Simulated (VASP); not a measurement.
Write the native input for VASP 6.6.1 that does the following.

* Task: single point
* Functional: PBE
* Potentials or basis: VASP PAW PBE potentials, release 64 (Ca_sv, O)
* Cutoff: 520 eV
* k mesh: 8 × 8 × 8
* Occupations: gaussian, width 0.05 eV
* Spin: no spin polarisation
* Dipole correction: no
* Further INCAR settings: ALGO = Normal; EDIFF = 1e-07; NBANDS = 15

The structure of CaO lies in POSCAR:

```
CaO
1.0
    0.0214287500      2.4490000000      2.4490000000
    2.4490000000      0.0214287500      2.4490000000
    2.4704287500      2.4704287500      0.0000000000
Ca O
1 1
Direct
    0.0000000000      0.0000000000      0.0000000000
    0.5000000000      0.5000000000      0.5000000000
```

This cell differs from its parent crystal: strain +0.0175 x Voigt [0, 0, 0, 0, 0, 1].

One way to write it, as run:

INCAR

```
PREC = Accurate ; ENCUT = 520
EDIFF = 1E-7 ; ISMEAR = 0
SIGMA = 0.05 ; LREAL = F
LASPH = T ; NELM = 100
ALGO = Normal ; ISIF = 2
LWAVE = F ; LCHARG = F
GGA = PE ; NBANDS = 15
```

KPOINTS

```
Automatic mesh
0
Gamma
  8 8 8
```

Potentials or basis: VASP PAW PBE potentials, release 64 (Ca_sv, O).

Launch:

```bash
$ cat potpaw_PBE.64/Ca_sv/POTCAR potpaw_PBE.64/O/POTCAR > POTCAR
$ mpirun -np 1 vasp_std > vasp.out
```

Results of the run:

```yaml
Pressure: -3.5 GPa
Band_gap_on_the_k_mesh: 3.61 eV, indirect (least direct gap 3.98 eV)
```

Caveat: the cell differs from its parent crystal (strain +0.0175 x Voigt [0, 0, 0, 0, 0, 1]).

Wall time 37 s on 1 thread of Intel(R) Xeon(R) Platinum 8488C (Sapphire Rapids) (shared host), peak memory 0.18 GiB.
